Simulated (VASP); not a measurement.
# Ru6F in VASP: single point with PBE

Aim: the single point of Ru6F with PBE.

Program: VASP 6.6.1. These are calculated values, not measurements. Logs are shortened: lines on timing, memory, paths and dates and some standing lists are left out, and cuts for length are marked.

## 1. The cell of the first run

The cell holds a slab with vacuum, 7 atoms: a = 2.720 Å, b = 4.297 Å, c = 20.838 Å, α = 90.00°, β = 90.00°, γ = 90.00°.

## 2. Single point, PBE

Contents of INCAR:

```
  ALGO = Normal
  DIPOL = 0.5 0.5 0.351
  EDIFF = 1E-6
  ENCUT = 520
  GGA = PE
  IDIPOL = 3
  ISIF = 2
  ISMEAR = 0
  LASPH = True
  LCHARG = False
  LDIPOL = True
  LREAL = False
  LWAVE = False
  NBANDS = 54
  NELM = 100
  PREC = Accurate
  SIGMA = 0.1
```

Contents of KPOINTS:

```
k-points
0
Gamma
  10 6 1
```

Contents of POSCAR:

```
Ru6F
1.0
    2.7197977462      0.0000000000      0.0000000000
    0.0000000000      4.2966597640      0.0000000000
    0.0000000000      0.0000000000     20.8383397922
Ru F
6 1
Direct
    0.0000000000      0.7500000000      0.1919538716
    0.5000000000      0.2500000000      0.2296314404
    0.5000000000      0.7500000000      0.3049865779
    0.0000000000      0.2500000000      0.3407382308
    0.0000000000      0.7500000000      0.4168575090
    0.5000000000      0.2500000000      0.4481326193
    1.0000000000      0.2500000000      0.5250489944
```

Potentials or basis: VASP PAW PBE potentials, release 64 (Ru_pv, F).

The run is started by

```
cat potpaw_PBE.64/Ru_pv/POTCAR potpaw_PBE.64/F/POTCAR > POTCAR
mpirun -np 1 vasp_std > vasp.out
```

OUTCAR:

```text
EDIFF = 1E-6
   ENCUT = 520
   GGA = PE
   ISIF = 2
   ISMEAR = 0
   LASPH = True
   LREAL = False
   NELM = 100
   PREC = Accurate

 ion  position               nearest neighbor table
   1  0.000  0.750  0.192-   2 2.66   2 2.66   2 2.66   2 2.66   3 2.72   3 2.72
   2  0.500  0.250  0.230-   3 2.66   3 2.66   1 2.66   1 2.66   1 2.66   1 2.66   4 2.69   4 2.69

   3  0.500  0.750  0.305-   4 2.65   4 2.65   4 2.65   4 2.65   2 2.66   2 2.66   5 2.70   5 2.70
                             1 2.72   1 2.72
   4  0.000  0.250  0.341-   6 2.62   6 2.62   3 2.65   3 2.65   3 2.65   3 2.65   5 2.67   5 2.67
                             2 2.69   2 2.69
   5  0.000  0.750  0.417-   6 2.62   6 2.62   6 2.62   6 2.62   4 2.67   4 2.67   3 2.70   3 2.70

   6  0.500  0.250  0.448-   7 2.10   7 2.10   4 2.62   4 2.62   5 2.62   5 2.62   5 2.62   5 2.62

   7  0.000  0.250  0.525-   6 2.10   6 2.10

  LATTYP: Found a simple orthorhombic cell.
 ALAT       =     2.7197977462
 B/A-ratio  =     1.5797717937
 C/A-ratio  =     7.6617240460

  Lattice vectors:

 A1 = (   2.7197977462,   0.0000000000,   0.0000000000)
 A2 = (   0.0000000000,   4.2966597640,   0.0000000000)
 A3 = (   0.0000000000,   0.0000000000,  20.8383397922)

Analysis of symmetry for initial positions (statically):
=====================================================================
 Subroutine PRICEL returns:
 Original cell was already a primitive cell.

 Routine SETGRP: Setting up the symmetry group for a
 simple orthorhombic supercell.

 Subroutine GETGRP returns: Found  4 space group operations
 (whereof  2 operations were pure point group operations)
 out of a pool of  8 trial point group operations.

The static configuration has the point symmetry C_1h.
 The point group associated with its full space group is C_2v.

Analysis of symmetry for dynamics (positions and initial velocities):
=====================================================================
 Subroutine PRICEL returns:
 Original cell was already a primitive cell.

 Routine SETGRP: Setting up the symmetry group for a
 simple orthorhombic supercell.

 Subroutine GETGRP returns: Found  4 space group operations
 (whereof  2 operations were pure point group operations)
 out of a pool of  8 trial point group operations.

The dynamic configuration has the point symmetry C_1h.
 The point group associated with its full space group is C_2v.

 Subroutine INISYM returns: Found  4 space group operations
 (whereof  2 operations are pure point group operations),
 and found     1 'primitive' translations

----------------------------------------------------------------------------------------

                                     Primitive cell

  volume of cell :     243.5178

  direct lattice vectors                    reciprocal lattice vectors
     2.719797746  0.000000000  0.000000000     0.367674398  0.000000000  0.000000000
     0.000000000  4.296659764  0.000000000     0.000000000  0.232738931  0.000000000
     0.000000000  0.000000000 20.838339792     0.000000000  0.000000000  0.047988468

  length of vectors
     2.719797746  4.296659764 20.838339792     0.367674398  0.232738931  0.047988468

  position of ions in fractional coordinates (direct lattice)
     0.000000000  0.750000000  0.191953872
     0.500000000  0.250000000  0.229631440
     0.500000000  0.750000000  0.304986578
     0.000000000  0.250000000  0.340738231
     0.000000000  0.750000000  0.416857509
     0.500000000  0.250000000  0.448132619
     0.000000000  0.250000000  0.525048994

  ion indices of the primitive-cell ions
   primitive index   ion index
                 1           1
                 2           2
                 3           3
                 4           4
                 5           5
                 6           6
                 7           7

----------------------------------------------------------------------------------------

 KPOINTS: k-points

Automatic generation of k-mesh.
 Grid dimensions read from file:
 generate k-points for:   10    6    1

 Generating k-lattice:

  Cartesian coordinates                     Fractional coordinates (reciprocal lattice)
     0.036767440  0.000000000  0.000000000     0.100000000  0.000000000  0.000000000
     0.000000000  0.038789822  0.000000000     0.000000000  0.166666667  0.000000000
     0.000000000  0.000000000  0.047988468     0.000000000  0.000000000  1.000000000

  Length of vectors
     0.036767440  0.038789822  0.047988468

  Shift w.r.t. Gamma in fractional coordinates (k-lattice)
     0.000000000  0.000000000  0.000000000

 Subroutine IBZKPT returns following result:
 ===========================================

 Found     24 irreducible k-points:

 Following reciprocal coordinates:
            Coordinates               Weight
  0.000000  0.000000  0.000000      1.000000
  0.100000  0.000000  0.000000      2.000000
  0.200000  0.000000  0.000000      2.000000
  0.300000  0.000000  0.000000      2.000000
  0.400000  0.000000  0.000000      2.000000
  0.500000  0.000000  0.000000      1.000000
[... 16 lines left out ...]
  0.400000  0.500000  0.000000      2.000000
  0.500000  0.500000  0.000000      1.000000
   k-points           NKPTS =     24   k-points in BZ     NKDIM =     24   number of bands    NBANDS=     54
   number of dos      NEDOS =    301   number of ions     NIONS =      7
   total plane-waves  NPLWV = 102400
   dimension x,y,z NGX =    20 NGY =   32 NGZ =  160
   dimension x,y,z NGXF=    40 NGYF=   64 NGZF=  320
   ions per type =               6   1
   NGX,Y,Z   is equivalent  to a cutoff of  12.22, 12.38, 12.76 a.u.
   NGXF,Y,Z  is equivalent  to a cutoff of  24.45, 24.76, 25.53 a.u.
 SYSTEM =  unknown system
   PREC   = accura    normal or accurate (medium, high low for compatibility)
   ISTART =      0    job   : 0-new  1-cont  2-samecut
   ICHARG =      2    charge: 1-file 2-atom 10-const
   ISPIN  =      1    spin polarized calculation?
   LNONCOLLINEAR =      F non collinear calculations
   LSORBIT =      F    spin-orbit coupling
   LASPH  =      T    aspherical Exc in radial PAW
   ENCUT  =  520.0 eV  38.22 Ry    6.18 a.u.   5.06  7.99 38.75*2*pi/ulx,y,z
   NELM   =    100;   NELMIN=  2; NELMDL= -5     # of ELM steps
   EDIFF  = 0.1E-05   stopping-criterion for ELM
   LREAL  =      F    real-space projection
   EDIFFG = 0.1E-04   stopping-criterion for IOM
   NSW    =      0    number of steps for IOM
   IBRION =     -1    ionic relax: 0-MD 1-quasi-New 2-CG
   NFREE  =      0    steps in history (QN), initial steepest desc. (CG)
   ISIF   =      2    stress and relaxation
   ISYM   =      2    0-nonsym 1-usesym 2-fastsym
   POTIM  = 0.5000    time-step for ionic-motion
   TEBEG  =    0.0;   TEEND  =   0.0 temperature during run
   PSTRESS=    0.0 pullay stress
   NELECT =      91.0000    total number of electrons
   NUPDOWN=      -1.0000    fix difference up-down
   EMIN   =  10.00;   EMAX   =-10.00  energy-range for DOS
   EFERMI =   0.00;   METHOD = LEGACY
   ISMEAR =     0;   SIGMA  =   0.10  broadening in eV -4-tet -1-fermi 0-gaus
   EFERMI_NEDOS =   21; number of points for ismear=-14 and -15
   IALGO  =     38    algorithm
   IMIX   =      4    mixing-type and parameters
     AMIX     =   0.40;   BMIX     =  1.00
     AMIX_MAG =   1.60;   BMIX_MAG =  1.00
  volume/ion in A,a.u.               =      34.79       234.76
  Fermi-wavevector in a.u.,A,eV,Ry     =   1.179175  2.228318 18.918283  1.390455
  Thomas-Fermi vector in A             =   2.315491
   LORBIT       =      0    0 simple, 1 ext, 2 COOP (PROOUT), +10 PAW based schemes
   GGA     = PE    functional components
   LHFCALC =     F    Hartree Fock is set to
   AEXX    =    0.0000 exact exchange contribution
   IVDW    =     0    specifies the selected vdW correction
   LEPSILON=     F    determine dielectric tensor
   LRPA    =     F    only Hartree local field effects (RPA)
 non-spin polarized calculation
 Gauss-broadening in eV      SIGMA  =   0.10
  energy-cutoff  :      520.00
  volume of cell :      243.52
 maximum number of plane-waves:      6614
   NGX = 11   NGY = 15   NGZ = 77

 dipolmoment           0.000000      0.000000     -0.055475 electrons x Angstroem

 number of electron      91.0000036 magnetization

 dipolmoment           0.000000      0.000000      0.141268 electrons x Angstroem

 Free energy of the ion-electron system (eV)
  ---------------------------------------------------
  ext. energy  EPLUGINS =         0.00000000
  ---------------------------------------------------
  free energy    TOTEN  =       -55.67992534 eV

  energy without entropy =      -55.63650167  energy(sigma->0) =      -55.65821351

 E-fermi :   0.7927     XC(G=0):  -6.0037

 val. band max:        0.7460678170   @ k =   0.3000   0.1667   0.0000
 cond. band min:       0.8008627782   @ k =   0.4000   0.5000   0.0000
 fundamental gap:      0.0547949612
 Fermi energy:         0.7926863768

 k-point     1 :       0.0000    0.0000    0.0000
  band No.  band energies     occupation
      1     -42.8516      2.00000
      2     -42.7294      2.00000
      3     -42.6298      2.00000
      4     -42.4923      2.00000
      5     -42.3791      2.00000
      6     -42.3396      2.00000
[... 46 lines left out ...]
     53       2.2112      0.00000
     54       2.5646      0.00000

 k-point     2 :       0.1000    0.0000    0.0000
  band No.  band energies     occupation
      1     -42.8267      2.00000
      2     -42.7166      2.00000
      3     -42.6080      2.00000
      4     -42.4851      2.00000
      5     -42.4362      2.00000
      6     -42.3216      2.00000
[... 46 lines left out ...]
     53       2.4615      0.00000
     54       2.5235      0.00000
[... 1195 lines left out ...]
     53       3.4600      0.00000
     54       3.7216      0.00000

 k-point    24 :       0.5000    0.5000    0.0000
  band No.  band energies     occupation
      1     -43.0191      2.00000
      2     -42.8471      2.00000
      3     -42.8078      2.00000
      4     -42.6384      2.00000
      5     -42.4763      2.00000
      6     -42.4750      2.00000
[... 46 lines left out ...]
     53       4.0613      0.00000
     54       4.9251      0.00000

------------------------ aborting loop because EDIFF is reached ----------------------------------------

 vacuum level on the upper side and lower side of the slab       (xc-potential included)         0.923        -1.198

  FORCE on cell =-STRESS in cart. coord.  units (eV):
  Direction    XX          YY          ZZ          XY          YZ          ZX
  --------------------------------------------------------------------------------------
  -------------------------------------------------------------------------------------
  Total       -4.0722781     -2.4593105      0.2920433      0.0000000      0.0000000      0.0000000
  in kB      -26.7927515    -16.1805492      1.9214413      0.0000000      0.0000000      0.0000000
  external PRESSURE =     -13.6839531 kB  Pullay stress =       0.0000000 kB

 VOLUME and BASIS-vectors are now :
 -----------------------------------------------------------------------------
  energy-cutoff  :      520.00
  volume of cell :      243.52
      direct lattice vectors                 reciprocal lattice vectors
     2.719797746  0.000000000  0.000000000     0.367674398  0.000000000  0.000000000
     0.000000000  4.296659764  0.000000000     0.000000000  0.232738931  0.000000000
     0.000000000  0.000000000 20.838339792     0.000000000  0.000000000  0.047988468

 POSITION                                       TOTAL-FORCE (eV/Angst)
 -----------------------------------------------------------------------------------
      0.00000      3.22249      4.00000         0.000000      0.000000      1.045566
      1.35990      1.07416      4.78514         0.000000      0.000000     -0.898676
      1.35990      3.22249      6.35541         0.000000      0.000000     -0.104331
      0.00000      1.07416      7.10042         0.000000      0.000000     -0.397365
      0.00000      3.22249      8.68662         0.000000      0.000000     -0.943125
      1.35990      1.07416      9.33834         0.000000      0.000000      1.250813
      0.00000      1.07416     10.94115         0.000000      0.000000      0.047119
 -----------------------------------------------------------------------------------
    total drift:                               -0.000000      0.000000      0.000381

  FREE ENERGIE OF THE ION-ELECTRON SYSTEM (eV)
  ---------------------------------------------------
  free  energy   TOTEN  =       -55.6799253444 eV

  energy  without entropy=      -55.6365016732  energy(sigma->0) =      -55.65821351

 vacuum level on the upper side and lower side of the slab         7.639         5.453
```

Run time: 6.2 min. Hardware: 1 thread of AMD EPYC 9R45 (Zen 5), shared host; peak memory 0.42 GiB.

Results:

| Quantity | Value |
| --- | --- |
| Free energy | -55.6799 eV |
| Largest force | 1.251 eV/Å |
| Band gap on the k mesh | zero (an odd number of electrons rules out a gap without spin polarisation) |

Forces in eV/Å, atoms in the order of the input:
```
Ru   0.000  0.000  1.046
Ru   0.000  0.000 -0.899
Ru   0.000  0.000 -0.104
Ru   0.000  0.000 -0.397
Ru   0.000  0.000 -0.943
Ru   0.000  0.000  1.251
F    0.000  0.000  0.047
```

Levels at points of the mesh, in eV from the Fermi level:
| k point | band 43 | band 44 | band 45 | band 46 | band 47 | band 48 |
| --- | --- | --- | --- | --- | --- | --- |
| (0.00, 0.00, 0.00) | -1.47 | -1.24 | -0.91 | -0.62 | -0.35 | -0.27 |
| (0.50, 0.00, 0.00) | -0.08 | 0.09 | 0.16 | 0.73 | 1.08 | 1.17 |
| (0.00, 0.50, 0.00) | -1.19 | -0.74 | -0.26 | 0.13 | 0.31 | 0.39 |
| (0.50, 0.50, 0.00) | -0.09 | 0.56 | 0.58 | 0.60 | 1.07 | 1.11 |

Caveat: an odd number of electrons without spin polarisation forces a metal; a magnetic or distorted state may lie lower.

The gap in the log of VASP goes by the Fermi energy; the results here count the filled bands.